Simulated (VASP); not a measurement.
Set up this calculation in VASP 6.6.1, as the native input.

```yaml
Task: single point
Functional: PBE
Potentials_or_basis: VASP PAW PBE potentials, release 64 (Hf_pv)
Cutoff: 520 eV
k_mesh: 18 × 18 × 10
Occupations: gaussian, width 0.15 eV
Spin: no spin polarisation
Dipole_correction: no
Further_INCAR_settings: ALGO = Fast; EDIFF = 1e-06; NBANDS = 17
```

The structure of Hf lies in POSCAR:

```
Hf
1.0
    3.1966985242      0.0000000000      0.0000000000
   -1.5983492621      2.7684221302      0.0000000000
    0.0000000000      0.0000000000      5.0578000000
Hf
2
Direct
    0.3035850825      0.7479403993      0.2500000000
    0.6666666667      0.3333333333      0.7500000000
```

This cell differs from its parent crystal: atom 1 (Hf) moved by (-0.225, +0.225) A along x and y.

One way to write it, as run:

INCAR

```
PREC = Accurate ; ENCUT = 520
EDIFF = 1E-6 ; ISMEAR = 0
SIGMA = 0.15 ; LREAL = False
LASPH = True ; NELM = 100
ALGO = Fast ; ISIF = 2
LWAVE = False ; LCHARG = True
GGA = PE ; LELF = True
LVHAR = True ; NBANDS = 17
```

KPOINTS

```
Automatic mesh
0
Gamma
  18 18 10
```

Potentials or basis: VASP PAW PBE potentials, release 64 (Hf_pv).

The run is started by

```bash
$ cat potpaw_PBE.64/Hf_pv/POTCAR > POTCAR
$ mpirun -np 1 vasp_std > vasp.out
```

Results of the run:

The pressure is 0.1 GPa, the largest force is 0.522 eV/Å and the band gap on the k mesh is zero (bands 10 and 11 overlap by 1.38 eV).

Caveat: the cell differs from its parent crystal (atom 1 (Hf) moved by (-0.225, +0.225) A along x and y); spin-orbit coupling is left out, which moves the levels of the heavy elements.

Run time: 5.2 min on 1 thread of Intel(R) Xeon(R) 6975P-C (Granite Rapids), with other jobs on the host, peak memory 0.67 GiB.
